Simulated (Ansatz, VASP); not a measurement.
SrCl2: VASP beside Ansatz

File INCAR:

```
SYSTEM = SrCl2
ALGO = Normal ; EDIFF = 1E-6
ENCUT = 520 ; GGA = PE
ISIF = 2 ; ISMEAR = 0
LASPH = .True. ; LCHARG = .False.
LREAL = .False. ; LWAVE = .False.
NBANDS = 19 ; NELM = 80
PREC = Accurate ; SIGMA = 0.05
```

File KPOINTS:

```
k-points
0
Gamma
  6 6 6
  0 0 0
```

File POSCAR:

```
SrCl2
1.0
   -1.1020045878      3.0305126165      3.0305126165
    3.0305126165     -1.1020045878      3.0305126165
    3.0305126165      3.0305126165     -1.1020045878
Sr Cl
1 2
Direct
    0.0000000000      0.0000000000      0.0000000000
    0.2500000000      0.2500000000      0.2500000000
    0.7500000000      0.7500000000      0.7500000000
```

Input for Ansatz:

```yaml
crystal:
  lattice:
    - [-1.1020045878, 3.0305126165, 3.0305126165]
    - [3.0305126165, -1.1020045878, 3.0305126165]
    - [3.0305126165, 3.0305126165, -1.1020045878]
  atoms:
    - { symbol: Sr, position: [0.0, 0.0, 0.0] }
    - { symbol: Cl, position: [0.25, 0.25, 0.25] }
    - { symbol: Cl, position: [0.75, 0.75, 0.75] }
basis:
  ecutwfc: 420
kpoints:
  mp_grid: { grid: [6, 6, 6] }
hamiltonian:
  xc: pbe
scf:
  occupations: { method: gaussian, width: 0.05 }
output:
  forces: true
  stress: true
  eigenvalues: true
```

Alike in both runs: task single point; functional PBE; k mesh 6 × 6 × 6; occupations gaussian, width 0.05 eV; no spin polarisation.

```csv
,VASP,Ansatz
version,VASP 6.6.1,Ansatz 0.2.0
potentials or method,"VASP PAW PBE potentials, release 64 (Sr_sv, Cl), cutoff 520 eV","scalar-relativistic, plane waves, PAW"
valence electrons in the cell,24,24
```

Ansatz gave:

```
gap on the k mesh at the Fermi level (eV) : 3.50
least direct gap on the mesh (eV)         : 3.50
rms of the force components (eV/Å)        : 5.032
```

Estimate VASP's values.

gap on the k mesh at the Fermi level (eV): 3.46; least direct gap on the mesh (eV): 3.46; rms of the force components (eV/Å): 5.158.

Atom by atom the forces differ by 0.126 eV/Å (rms over components).
